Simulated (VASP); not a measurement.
# Te2Mo (P6_3/mmc) in VASP: further runs

Aim: see how the results for Te2Mo move with the level of theory and the settings. Levels: revPBE+D4, PBE, r2SCAN. Tasks: single point.

Program: VASP 6.6.1. These are calculated values, not measurements. Logs are shortened: lines on timing, memory, paths and dates and some standing lists are left out, and cuts for length are marked.

**What was measured.**

“Broadband infrared study of pressure-tunable Fano resonance and metallization transition in 2H-MoTe2”, 2022, pmc:9569381 quotes, for a bulk crystal of Te2Mo at 300 K: band gap 0.88 ± 0.05 eV (indirect).

The results are compared with them further down.

## 1. The cell of the first run

Symmetry: P6_3/mmc, No. 194, hexagonal system. The conventional cell has a = 3.485 Å, b = 3.485 Å, c = 13.558 Å, α = 90.00°, β = 90.00°, γ = 120.00°. Within 3.6 Å of Te (site symmetry 3m) lie 3 Mo at 2.71 Å and 6 Te at 3.48 Å. Mo (site symmetry -6m2) has 6 Te at 2.71 Å and 6 Mo at 3.48 Å within 3.6 Å.

## 2. Single point, revPBE+D4

The input, INCAR:

```
PREC = Accurate
ENCUT = 520
EDIFF = 1E-7
ISMEAR = -1
SIGMA = 0.05
LREAL = False
LASPH = True
NELM = 60
ALGO = Normal
ISIF = 2
LWAVE = False
LCHARG = True
GGA = RE
IVDW = 13
LELF = True
LVHAR = True
NBANDS = 35
```

The input, KPOINTS:

```
regular mesh
0
Gamma
  9 9 2
```

The input, POSCAR:

```
Te2Mo
1.0
    3.4849192409      0.0000000000      0.0000000000
   -1.7424596205      3.0180285928      0.0000000000
    0.0000000000      0.0000000000     13.5576867208
Te Mo
4 2
Direct
    0.6666666667      0.3333333333      0.3842644818
    0.3333333333      0.6666666667      0.8842644818
    0.6666666667      0.3333333333      0.1157355182
    0.3333333333      0.6666666667      0.6157355182
    0.6666666667      0.3333333333      0.7500000000
    0.3333333333      0.6666666667      0.2500000000
```

Potentials or basis: VASP PAW PBE potentials, release 64 (Te, Mo_sv).

Run with:

```sh
$ cat potpaw_PBE.64/Te/POTCAR potpaw_PBE.64/Mo_sv/POTCAR > POTCAR
$ mpirun -np 1 vasp_std > vasp.out
```

OUTCAR:

```text
PREC = Accurate
   ENCUT = 520
   EDIFF = 1E-7
   ISMEAR = -1
   LREAL = False
   LASPH = True
   NELM = 60
   ISIF = 2
   GGA = RE
   IVDW = 13

 ion  position               nearest neighbor table
   1  0.667  0.333  0.384-   6 2.71   6 2.71   6 2.71   3 3.64
   2  0.333  0.667  0.884-   5 2.71   5 2.71   5 2.71   4 3.64
   3  0.667  0.333  0.116-   6 2.71   6 2.71   6 2.71   1 3.64
   4  0.333  0.667  0.616-   5 2.71   5 2.71   5 2.71   2 3.64
   5  0.667  0.333  0.750-   2 2.71   4 2.71   2 2.71   4 2.71   2 2.71   4 2.71
   6  0.333  0.667  0.250-   1 2.71   3 2.71   1 2.71   3 2.71   1 2.71   3 2.71

  LATTYP: Found a hexagonal cell.
 ALAT       =     3.4849192409
 C/A-ratio  =     3.8903876341

  Lattice vectors:

 A1 = (   3.4849192409,   0.0000000000,   0.0000000000)
 A2 = (  -1.7424596205,   3.0180285928,   0.0000000000)
 A3 = (   0.0000000000,   0.0000000000,  13.5576867208)

Analysis of symmetry for initial positions (statically):
=====================================================================
 Subroutine PRICEL returns:
 Original cell was already a primitive cell.

 Routine SETGRP: Setting up the symmetry group for a
 hexagonal supercell.

 Subroutine GETGRP returns: Found 24 space group operations
 (whereof 12 operations were pure point group operations)
 out of a pool of 24 trial point group operations.

The static configuration has the point symmetry D_3d.
 The point group associated with its full space group is D_6h.

Analysis of symmetry for dynamics (positions and initial velocities):
=====================================================================
 Subroutine PRICEL returns:
 Original cell was already a primitive cell.

 Routine SETGRP: Setting up the symmetry group for a
 hexagonal supercell.

 Subroutine GETGRP returns: Found 24 space group operations
 (whereof 12 operations were pure point group operations)
 out of a pool of 24 trial point group operations.

The dynamic configuration has the point symmetry D_3d.
 The point group associated with its full space group is D_6h.

 Subroutine INISYM returns: Found 24 space group operations
 (whereof 12 operations are pure point group operations),
 and found     1 'primitive' translations

----------------------------------------------------------------------------------------

                                     Primitive cell

  volume of cell :     142.5941

  direct lattice vectors                    reciprocal lattice vectors
     3.484919241  0.000000000  0.000000000     0.286950696  0.165671061  0.000000000
    -1.742459621  3.018028593  0.000000000     0.000000000  0.331342123  0.000000000
     0.000000000  0.000000000 13.557686721     0.000000000  0.000000000  0.073758896

  length of vectors
     3.484919241  3.484919241 13.557686721     0.331342123  0.331342123  0.073758896

  position of ions in fractional coordinates (direct lattice)
     0.666666667  0.333333333  0.384264482
     0.333333333  0.666666667  0.884264482
     0.666666667  0.333333333  0.115735518
     0.333333333  0.666666667  0.615735518
     0.666666667  0.333333333  0.750000000
     0.333333333  0.666666667  0.250000000

  ion indices of the primitive-cell ions
   primitive index   ion index
                 1           1
                 2           2
                 3           3
                 4           4
                 5           5
                 6           6

----------------------------------------------------------------------------------------

 KPOINTS: regular mesh

Automatic generation of k-mesh.
 Grid dimensions read from file:
 generate k-points for:    9    9    2

 Generating k-lattice:

  Cartesian coordinates                     Fractional coordinates (reciprocal lattice)
     0.031883411  0.018407896  0.000000000     0.111111111  0.000000000  0.000000000
     0.000000000  0.036815791  0.000000000     0.000000000  0.111111111  0.000000000
     0.000000000  0.000000000  0.036879448     0.000000000  0.000000000  0.500000000

  Length of vectors
     0.036815791  0.036815791  0.036879448

  Shift w.r.t. Gamma in fractional coordinates (k-lattice)
     0.000000000  0.000000000  0.000000000

 Subroutine IBZKPT returns following result:
 ===========================================

 Found     24 irreducible k-points:

 Following reciprocal coordinates:
            Coordinates               Weight
  0.000000  0.000000  0.000000      1.000000
  0.111111 -0.000000  0.000000      6.000000
  0.222222  0.000000  0.000000      6.000000
  0.333333 -0.000000  0.000000      6.000000
  0.444444  0.000000  0.000000      6.000000
  0.111111  0.111111  0.000000      6.000000
[... 16 lines left out ...]
  0.333333  0.222222  0.500000     12.000000
  0.333333  0.333333  0.500000      2.000000
   k-points           NKPTS =     24   k-points in BZ     NKDIM =     24   number of bands    NBANDS=     35
   number of dos      NEDOS =    301   number of ions     NIONS =      6
   total plane-waves  NPLWV =  84672
   dimension x,y,z NGX =    28 NGY =   28 NGZ =  108
   dimension x,y,z NGXF=    56 NGYF=   56 NGZF=  216
   ions per type =               4   2
   NGX,Y,Z   is equivalent  to a cutoff of  13.36, 13.36, 13.24 a.u.
   NGXF,Y,Z  is equivalent  to a cutoff of  26.71, 26.71, 26.49 a.u.
 SYSTEM =  unknown system
   PREC   = accura    normal or accurate (medium, high low for compatibility)
   ISTART =      0    job   : 0-new  1-cont  2-samecut
   ICHARG =      2    charge: 1-file 2-atom 10-const
   ISPIN  =      1    spin polarized calculation?
   LNONCOLLINEAR =      F non collinear calculations
   LSORBIT =      F    spin-orbit coupling
   LASPH  =      T    aspherical Exc in radial PAW
   ENCUT  =  520.0 eV  38.22 Ry    6.18 a.u.   6.48  6.48 25.21*2*pi/ulx,y,z
   NELM   =     60;   NELMIN=  2; NELMDL= -5     # of ELM steps
   EDIFF  = 0.1E-06   stopping-criterion for ELM
   LREAL  =      F    real-space projection
   EDIFFG = 0.1E-05   stopping-criterion for IOM
   NSW    =      0    number of steps for IOM
   IBRION =     -1    ionic relax: 0-MD 1-quasi-New 2-CG
   NFREE  =      0    steps in history (QN), initial steepest desc. (CG)
   ISIF   =      2    stress and relaxation
   ISYM   =      2    0-nonsym 1-usesym 2-fastsym
   POTIM  = 0.5000    time-step for ionic-motion
   TEBEG  =    0.0;   TEEND  =   0.0 temperature during run
   PSTRESS=    0.0 pullay stress
   NELECT =      52.0000    total number of electrons
   NUPDOWN=      -1.0000    fix difference up-down
   EMIN   =  10.00;   EMAX   =-10.00  energy-range for DOS
   EFERMI =   0.00;   METHOD = LEGACY
   ISMEAR =    -1;   SIGMA  =   0.05  broadening in eV -4-tet -1-fermi 0-gaus
   EFERMI_NEDOS =   21; number of points for ismear=-14 and -15
   IALGO  =     38    algorithm
   IMIX   =      4    mixing-type and parameters
     AMIX     =   0.40;   BMIX     =  1.00
     AMIX_MAG =   1.60;   BMIX_MAG =  1.00
  volume/ion in A,a.u.               =      23.77       160.38
  Fermi-wavevector in a.u.,A,eV,Ry     =   1.169613  2.210247 18.612685  1.367994
  Thomas-Fermi vector in A             =   2.306083
   LORBIT       =      0    0 simple, 1 ext, 2 COOP (PROOUT), +10 PAW based schemes
   GGA     = RE    functional components
   LHFCALC =     F    Hartree Fock is set to
   AEXX    =    0.0000 exact exchange contribution
   IVDW    =    13    specifies the selected vdW correction
   LEPSILON=     F    determine dielectric tensor
   LRPA    =     F    only Hartree local field effects (RPA)
 non-spin polarized calculation
  energy-cutoff  :      520.00
  volume of cell :      142.59
 maximum number of plane-waves:      3879
 NGX is ok and might be reduce to    28
   NGX = 13   NGY = 13   NGZ = 51

 number of electron      52.0000002 magnetization

 Free energy of the ion-electron system (eV)
  ---------------------------------------------------
  ext. energy  EPLUGINS =         0.00000000
  ---------------------------------------------------
  free energy    TOTEN  =       -33.54161560 eV

  energy without entropy =      -33.54145309  energy(sigma->0) =      -33.54153435

 E-fermi :   9.2832     XC(G=0): -10.6877

 val. band max:        8.9706680844   @ k =   0.1111  -0.0000   0.0000
 cond. band min:       9.5855471003   @ k =   0.2222   0.2222   0.0000
 fundamental gap:      0.6148790158
 Fermi energy:         9.2831787357

 k-point     1 :       0.0000    0.0000    0.0000
  band No.  band energies     occupation
      1     -51.9219      2.00000
      2     -51.9219      2.00000
      3     -26.1036      2.00000
      4     -26.1036      2.00000
      5     -25.9578      2.00000
      6     -25.9578      2.00000
[... 27 lines left out ...]
     34      12.3945      0.00000
     35      14.8906      0.00000

 k-point     2 :       0.1111   -0.0000    0.0000
  band No.  band energies     occupation
      1     -51.9206      2.00000
      2     -51.9206      2.00000
      3     -26.0999      2.00000
      4     -26.0998      2.00000
      5     -25.9747      2.00000
      6     -25.9747      2.00000
[... 27 lines left out ...]
     34      12.2333      0.00000
     35      15.4929      0.00000

 k-point     3 :       0.2222    0.0000    0.0000
  band No.  band energies     occupation
      1     -51.9173      2.00000
      2     -51.9173      2.00000
      3     -26.0905      2.00000
      4     -26.0904      2.00000
      5     -26.0173      2.00000
      6     -26.0173      2.00000
[... 27 lines left out ...]
     34      12.5659      0.00000
     35      15.1954      0.00000
[... 723 lines left out ...]
 k-point    23 :       0.3333    0.2222    0.5000
  band No.  band energies     occupation
      1     -51.9100      2.00000
      2     -51.9100      2.00000
      3     -26.0795      2.00000
      4     -26.0795      2.00000
      5     -26.0697      2.00000
      6     -26.0697      2.00000
[... 27 lines left out ...]
     34      12.5180      0.00000
     35      14.0483      0.00000

 k-point    24 :       0.3333    0.3333    0.5000
  band No.  band energies     occupation
      1     -51.9094      2.00000
      2     -51.9094      2.00000
      3     -26.0678      2.00000
      4     -26.0678      2.00000
      5     -26.0659      2.00000
      6     -26.0659      2.00000
[... 27 lines left out ...]
     34      12.5136      0.00000
     35      13.9358      0.00000

------------------------ aborting loop because EDIFF is reached ----------------------------------------

  DFT-D4 for vdW energy calculation

  Edisp (eV):   -5.63095

  FORCE on cell =-STRESS in cart. coord.  units (eV):
  Direction    XX          YY          ZZ          XY          YZ          ZX
  --------------------------------------------------------------------------------------
  -------------------------------------------------------------------------------------
  Total      -0.02228    -0.02228    -0.02885     0.00000     0.00000    -0.00000
  in kB      -0.25033    -0.25033    -0.32412     0.00000     0.00000    -0.00000
  external pressure =       -0.27 kB  Pullay stress =        0.00 kB

 VOLUME and BASIS-vectors are now :
 -----------------------------------------------------------------------------
  energy-cutoff  :      520.00
  volume of cell :      142.59
      direct lattice vectors                 reciprocal lattice vectors
     3.484919241  0.000000000  0.000000000     0.286950696  0.165671061  0.000000000
    -1.742459621  3.018028593  0.000000000     0.000000000  0.331342123  0.000000000
     0.000000000  0.000000000 13.557686721     0.000000000  0.000000000  0.073758896

 POSITION                                       TOTAL-FORCE (eV/Angst)
 -----------------------------------------------------------------------------------
      1.74246      1.00601      5.20974         0.000000     -0.000000      0.002497
     -0.00000      2.01202     11.98858        -0.000000     -0.000000      0.002497
      1.74246      1.00601      1.56911         0.000000      0.000000     -0.002497
     -0.00000      2.01202      8.34795        -0.000000      0.000000     -0.002497
      1.74246      1.00601     10.16827         0.000000      0.000000     -0.000000
     -0.00000      2.01202      3.38942        -0.000000     -0.000000     -0.000000
 -----------------------------------------------------------------------------------
    total drift:                               -0.000000      0.000000     -0.000000

  FREE ENERGIE OF THE ION-ELECTRON SYSTEM (eV)
  ---------------------------------------------------
  free  energy   TOTEN  =       -39.1725614176 eV

  energy  without entropy=      -39.1723989034  energy(sigma->0) =      -39.17248016
```

Run time: 2.5 min. Hardware: 1 thread of Intel Xeon Platinum 8259CL at 2.50GHz (Skylake/Cascade Lake), shared host; peak memory 0.32 GiB.

Results:

```
Free energy                : -39.1726 eV
Pressure                   : 0.0 GPa
Band gap on the k mesh     : 0.61 eV, indirect (least direct gap 0.96 eV)
Dispersion energy per atom : -0.938 eV
```

Forces on the atoms (eV/Å):
```
Te   0.000  0.000  0.002
Te   0.000  0.000  0.002
Te   0.000  0.000 -0.002
Te   0.000  0.000 -0.002
Mo   0.000  0.000  0.000
Mo   0.000  0.000  0.000
```

Levels at points of the mesh, in eV from the valence-band top:
| k point | band 23 | band 24 | band 25 | band 26 | band 27 | band 28 | band 29 | band 30 |
| --- | --- | --- | --- | --- | --- | --- | --- | --- |
| (0.00, 0.00, 0.00) | -1.04 | -1.04 | -0.10 | -0.01 | 2.84 | 2.84 | 3.03 | 3.03 |
| (0.00, 0.00, 0.50) | -1.06 | -1.06 | -0.03 | -0.03 | 2.89 | 2.89 | 2.89 | 2.89 |

Caveat: the PAW data sets were made with another functional, which shifts forces and pressure a little; spin-orbit coupling is left out, which moves the levels of the heavy elements.

[end of part 1 of 3]
